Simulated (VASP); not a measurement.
# TaTeI2 (Pmmm) in VASP: further runs

Runs on TaTeI2. Level: PBE. Tasks: single point, relaxation of cell and atoms.

Program: VASP 6.6.1. These are calculated values, not measurements. Logs are shortened: lines on timing, memory, paths and dates and some standing lists are left out, and cuts for length are marked.

## Step 1: The cell of the first run

It takes space group Pmmm (No. 47, orthorhombic). Conventional cell: a = 3.468 Å, b = 4.837 Å, c = 9.006 Å, α = 90.00°, β = 90.00°, γ = 90.00°. Within 3.9 Å of Ta (site symmetry mmm) lie 4 I at 2.97 Å and 4 Te at 2.98 Å and 2 Ta at 3.47 Å. Within 3.9 Å of Te (site symmetry mmm) lie 4 Ta at 2.98 Å and 4 I at 3.41 Å and 2 Te at 3.47 Å. Within 3.9 Å of I (site symmetry mm2) lie 2 Ta at 2.97 Å and 2 Te at 3.41 Å and 2 I at 3.47 Å.

The cell was generated, and may not be a known phase.

## Step 2: Single point, PBE

INCAR

```
SYSTEM = TaTeI2
PREC = Accurate
ENCUT = 520
EDIFF = 1E-6
ISMEAR = 0
SIGMA = 0.1
LREAL = .False.
LASPH = .True.
NELM = 100
ALGO = Fast
ISIF = 2
LWAVE = .False.
LCHARG = .False.
GGA = PE
NBANDS = 24
```

KPOINTS

```
regular mesh
0
Gamma
  4 4 4
  0 0 0
```

POSCAR

```
TaTeI2
1.0
    3.4675304266      0.0000000000      0.0000000000
    0.0000000000      4.8366049643      0.0000000000
    0.0000000000      0.0000000000      9.0058571075
Ta Te I
1 1 2
Direct
    0.5000000000      0.5000000000      0.0000000000
    0.0000000000      0.0000000000      0.0000000000
    0.0000000000      0.5000000000      0.7326707090
    0.0000000000      0.5000000000      0.2673292910
```

Potentials or basis: VASP PAW PBE potentials, release 64 (Ta_pv, Te, I).

The run is started by

```bash
$ cat potpaw_PBE.64/Ta_pv/POTCAR potpaw_PBE.64/Te/POTCAR potpaw_PBE.64/I/POTCAR > POTCAR
$ mpirun -np 1 vasp_std > vasp.out
```

OUTCAR:

```text
SYSTEM = TaTeI2
   PREC = Accurate
   ENCUT = 520
   EDIFF = 1E-6
   ISMEAR = 0
   LREAL = .False.
   LASPH = .True.
   NELM = 100
   ISIF = 2
   GGA = PE

 ion  position               nearest neighbor table
   1  0.500  0.500  0.000-   3 2.97   4 2.97   3 2.97   4 2.97   2 2.98   2 2.98   2 2.98   2 2.98

   2  0.000  0.000  0.000-   1 2.98   1 2.98   1 2.98   1 2.98   3 3.41   4 3.41   4 3.41   3 3.41

   3  0.000  0.500  0.733-   1 2.97   1 2.97   2 3.41   2 3.41
   4  0.000  0.500  0.267-   1 2.97   1 2.97   2 3.41   2 3.41

  LATTYP: Found a simple orthorhombic cell.
 ALAT       =     3.4675304266
 B/A-ratio  =     1.3948269717
 C/A-ratio  =     2.5971962750

  Lattice vectors:

 A1 = (   3.4675304266,   0.0000000000,   0.0000000000)
 A2 = (   0.0000000000,   4.8366049643,   0.0000000000)
 A3 = (   0.0000000000,   0.0000000000,   9.0058571075)

Analysis of symmetry for initial positions (statically):
=====================================================================
 Subroutine PRICEL returns:
 Original cell was already a primitive cell.

 Routine SETGRP: Setting up the symmetry group for a
 simple orthorhombic supercell.

 Subroutine GETGRP returns: Found  8 space group operations
 (whereof  8 operations were pure point group operations)
 out of a pool of  8 trial point group operations.

The static configuration has the point symmetry D_2h.

Analysis of symmetry for dynamics (positions and initial velocities):
=====================================================================
 Subroutine PRICEL returns:
 Original cell was already a primitive cell.

 Routine SETGRP: Setting up the symmetry group for a
 simple orthorhombic supercell.

 Subroutine GETGRP returns: Found  8 space group operations
 (whereof  8 operations were pure point group operations)
 out of a pool of  8 trial point group operations.

The dynamic configuration has the point symmetry D_2h.

 Subroutine INISYM returns: Found  8 space group operations
 (whereof  8 operations are pure point group operations),
 and found     1 'primitive' translations

----------------------------------------------------------------------------------------

                                     Primitive cell

  volume of cell :     151.0379

  direct lattice vectors                    reciprocal lattice vectors
     3.467530427  0.000000000  0.000000000     0.288389683  0.000000000  0.000000000
     0.000000000  4.836604964  0.000000000     0.000000000  0.206756600  0.000000000
     0.000000000  0.000000000  9.005857108     0.000000000  0.000000000  0.111038848

  length of vectors
     3.467530427  4.836604964  9.005857108     0.288389683  0.206756600  0.111038848

  position of ions in fractional coordinates (direct lattice)
     0.500000000  0.500000000  0.000000000
     0.000000000  0.000000000  0.000000000
     0.000000000  0.500000000  0.732670709
     0.000000000  0.500000000  0.267329291

  ion indices of the primitive-cell ions
   primitive index   ion index
                 1           1
                 2           2
                 3           3
                 4           4

----------------------------------------------------------------------------------------

 KPOINTS: regular mesh

Automatic generation of k-mesh.
 Grid dimensions read from file:
 generate k-points for:    4    4    4

 Generating k-lattice:

  Cartesian coordinates                     Fractional coordinates (reciprocal lattice)
     0.072097421  0.000000000  0.000000000     0.250000000  0.000000000  0.000000000
     0.000000000  0.051689150  0.000000000     0.000000000  0.250000000  0.000000000
     0.000000000  0.000000000  0.027759712     0.000000000  0.000000000  0.250000000

  Length of vectors
     0.072097421  0.051689150  0.027759712

  Shift w.r.t. Gamma in fractional coordinates (k-lattice)
     0.000000000  0.000000000  0.000000000

 Subroutine IBZKPT returns following result:
 ===========================================

 Found     27 irreducible k-points:

 Following reciprocal coordinates:
            Coordinates               Weight
  0.000000  0.000000  0.000000      1.000000
  0.250000  0.000000  0.000000      2.000000
  0.500000  0.000000  0.000000      1.000000
  0.000000  0.250000  0.000000      2.000000
  0.250000  0.250000  0.000000      4.000000
  0.500000  0.250000  0.000000      2.000000
[... 16 lines left out ...]
  0.250000  0.250000  0.500000      4.000000
  0.500000  0.250000  0.500000      2.000000
 [... further k-points ...]
   k-points           NKPTS =     27   k-points in BZ     NKDIM =     27   number of bands    NBANDS=     24
   number of dos      NEDOS =    301   number of ions     NIONS =      4
   total plane-waves  NPLWV =  70560
   dimension x,y,z NGX =    28 NGY =   36 NGZ =   70
   dimension x,y,z NGXF=    56 NGYF=   72 NGZF=  140
   ions per type =               1   1   2
   NGX,Y,Z   is equivalent  to a cutoff of  13.42, 12.37, 12.92 a.u.
   NGXF,Y,Z  is equivalent  to a cutoff of  26.85, 24.75, 25.84 a.u.
 SYSTEM =  TaTeI2
   PREC   = accura    normal or accurate (medium, high low for compatibility)
   ISTART =      0    job   : 0-new  1-cont  2-samecut
   ICHARG =      2    charge: 1-file 2-atom 10-const
   ISPIN  =      1    spin polarized calculation?
   LNONCOLLINEAR =      F non collinear calculations
   LSORBIT =      F    spin-orbit coupling
   LASPH  =      T    aspherical Exc in radial PAW
   ENCUT  =  520.0 eV  38.22 Ry    6.18 a.u.   6.45  8.99 16.74*2*pi/ulx,y,z
   NELM   =    100;   NELMIN=  2; NELMDL= -5     # of ELM steps
   EDIFF  = 0.1E-05   stopping-criterion for ELM
   LREAL  =      F    real-space projection
[... 7 lines left out ...]
   TEBEG  =    0.0;   TEEND  =   0.0 temperature during run
   PSTRESS=    0.0 pullay stress
   NELECT =      31.0000    total number of electrons
   NUPDOWN=      -1.0000    fix difference up-down
   EMIN   =  10.00;   EMAX   =-10.00  energy-range for DOS
   EFERMI =   0.00;   METHOD = LEGACY
   ISMEAR =     0;   SIGMA  =   0.10  broadening in eV -4-tet -1-fermi 0-gaus
   EFERMI_NEDOS =   21; number of points for ismear=-14 and -15
   IALGO  =     68    algorithm
   IMIX   =      4    mixing-type and parameters
     AMIX     =   0.40;   BMIX     =  1.00
     AMIX_MAG =   1.60;   BMIX_MAG =  1.00
  volume/ion in A,a.u.               =      37.76       254.81
  Fermi-wavevector in a.u.,A,eV,Ry     =   0.965680  1.824871 12.687958  0.932539
  Thomas-Fermi vector in A             =   2.095418
   LORBIT       =      0    0 simple, 1 ext, 2 COOP (PROOUT), +10 PAW based schemes
   GGA     = PE    functional components
   LHFCALC =     F    Hartree Fock is set to
   AEXX    =    0.0000 exact exchange contribution
   IVDW    =     0    specifies the selected vdW correction
   LEPSILON=     F    determine dielectric tensor
   LRPA    =     F    only Hartree local field effects (RPA)
 non-spin polarized calculation
 RMM-DIIS sequential band-by-band and
 Gauss-broadening in eV      SIGMA  =   0.10
  energy-cutoff  :      520.00
  volume of cell :      151.04
 maximum number of plane-waves:      4102
 NGX is ok and might be reduce to    28
   NGX = 13   NGY = 17   NGZ = 33

 number of electron      31.0000001 magnetization

 Free energy of the ion-electron system (eV)
  ---------------------------------------------------
  ext. energy  EPLUGINS =         0.00000000
  ---------------------------------------------------
  free energy    TOTEN  =       -17.42326804 eV

  energy without entropy =      -17.41485334  energy(sigma->0) =      -17.41906069

 E-fermi :   3.8054     XC(G=0):  -8.1911

 val. band max:        3.7488660814   @ k =   0.2500   0.5000   0.2500
 cond. band min:       3.8330355380   @ k =   0.2500   0.0000   0.5000
 fundamental gap:      0.0841694566
 Fermi energy:         3.8054261497

 k-point     1 :       0.0000    0.0000    0.0000
  band No.  band energies     occupation
      1     -31.8092      2.00000
      2     -31.7935      2.00000
      3     -31.7011      2.00000
      4     -10.2126      2.00000
      5      -9.5931      2.00000
      6      -8.0987      2.00000
[... 16 lines left out ...]
     23       9.5938      0.00000
     24      10.3936      0.00000

 k-point     2 :       0.2500    0.0000    0.0000
  band No.  band energies     occupation
      1     -31.8019      2.00000
      2     -31.7861      2.00000
      3     -31.7615      2.00000
      4      -9.7162      2.00000
      5      -9.2779      2.00000
      6      -7.5470      2.00000
[... 16 lines left out ...]
     23      10.0005      0.00000
     24      10.1007      0.00000

 k-point     3 :       0.5000    0.0000    0.0000
  band No.  band energies     occupation
      1     -31.8212      2.00000
      2     -31.7946      2.00000
      3     -31.7786      2.00000
      4      -9.0847      2.00000
      5      -8.9038      2.00000
      6      -6.7336      2.00000
[... 16 lines left out ...]
     23       8.5752      0.00000
     24      10.1263      0.00000

 k-point     4 :       0.0000    0.2500    0.0000
  band No.  band energies     occupation
      1     -31.8090      2.00000
      2     -31.7951      2.00000
      3     -31.7006      2.00000
      4     -10.0490      2.00000
      5      -9.5567      2.00000
      6      -8.1083      2.00000
[... 16 lines left out ...]
     23       9.8188      0.00000
     24      10.1204      0.00000

 k-point     5 :       0.2500    0.2500    0.0000
  band No.  band energies     occupation
      1     -31.8018      2.00000
      2     -31.7880      2.00000
      3     -31.7612      2.00000
      4      -9.5761      2.00000
      5      -9.2425      2.00000
      6      -7.6484      2.00000
[... 451 lines left out ...]
 k-point    22 :       0.0000    0.2500    0.5000
  band No.  band energies     occupation
      1     -31.8090      2.00000
      2     -31.7951      2.00000
      3     -31.7006      2.00000
      4      -9.9969      2.00000
      5      -9.6317      2.00000
      6      -8.0878      2.00000
[... 16 lines left out ...]
     23       9.7299      0.00000
     24       9.7870      0.00000

 k-point    23 :       0.2500    0.2500    0.5000
  band No.  band energies     occupation
      1     -31.8018      2.00000
      2     -31.7880      2.00000
      3     -31.7612      2.00000
      4      -9.5215      2.00000
      5      -9.3129      2.00000
      6      -7.6306      2.00000
[... 16 lines left out ...]
     23      10.0069      0.00000
     24      10.2229      0.00000

 k-point    24 :       0.5000    0.2500    0.5000
  band No.  band energies     occupation
      1     -31.8210      2.00000
      2     -31.7946      2.00000
      3     -31.7808      2.00000
      4      -8.9338      2.00000
      5      -8.9195      2.00000
      6      -7.0225      2.00000
[... 16 lines left out ...]
     23       8.9039      0.00000
     24       9.4296      0.00000

 [... further k-points ...]

------------------------ aborting loop because EDIFF is reached ----------------------------------------

  FORCE on cell =-STRESS in cart. coord.  units (eV):
  Direction    XX          YY          ZZ          XY          YZ          ZX
  --------------------------------------------------------------------------------------
  -------------------------------------------------------------------------------------
  Total       -0.0606476     -0.0257812      0.0552142      0.0000000      0.0000000      0.0000000
  in kB       -0.6433362     -0.2734810      0.5857007      0.0000000      0.0000000      0.0000000
  external PRESSURE =      -0.1103722 kB  Pullay stress =       0.0000000 kB

 VOLUME and BASIS-vectors are now :
 -----------------------------------------------------------------------------
  energy-cutoff  :      520.00
  volume of cell :      151.04
      direct lattice vectors                 reciprocal lattice vectors
     3.467530427  0.000000000  0.000000000     0.288389683  0.000000000  0.000000000
     0.000000000  4.836604964  0.000000000     0.000000000  0.206756600  0.000000000
     0.000000000  0.000000000  9.005857108     0.000000000  0.000000000  0.111038848

 POSITION                                       TOTAL-FORCE (eV/Angst)
 -----------------------------------------------------------------------------------
      1.73377      2.41830      0.00000         0.000000      0.000000      0.000000
      0.00000      0.00000      0.00000         0.000000      0.000000      0.000000
      0.00000      2.41830      6.59833         0.000000      0.000000      0.026822
      0.00000      2.41830      2.40753         0.000000      0.000000     -0.026822
 -----------------------------------------------------------------------------------
    total drift:                                0.000000      0.000000     -0.000000

  FREE ENERGIE OF THE ION-ELECTRON SYSTEM (eV)
  ---------------------------------------------------
  free  energy   TOTEN  =       -17.4232680389 eV

  energy  without entropy=      -17.4148533363  energy(sigma->0) =      -17.41906069
```

Run time: 72 s. Hardware: 1 thread of Oxide Virtual Turin-like, shared host; peak memory 0.28 GiB.

What came out:

- Free energy: -17.4233 eV
- Pressure: 0.0 GPa
- Largest force: 0.027 eV/Å
- Band gap on the k mesh: zero (an odd number of electrons rules out a gap without spin polarisation)

Forces on the atoms (eV/Å):
```
Ta   0.000  0.000  0.000
Te   0.000  0.000  0.000
I    0.000  0.000  0.027
I    0.000  0.000 -0.027
```

Caveat: the k points lie up to 0.45 Å⁻¹ apart, too coarse for converged energies and pressures of a metal; spin-orbit coupling is left out, which moves the levels of the heavy elements; this functional lacks dispersion, which binds layers or chains, so the pressure and a relaxed spacing across them are unreliable; an odd number of electrons without spin polarisation forces a metal; a magnetic or distorted state may lie lower.

(Part 1 of 2 ends here.)

The gap in the log of VASP goes by the Fermi energy; the results here count the filled bands.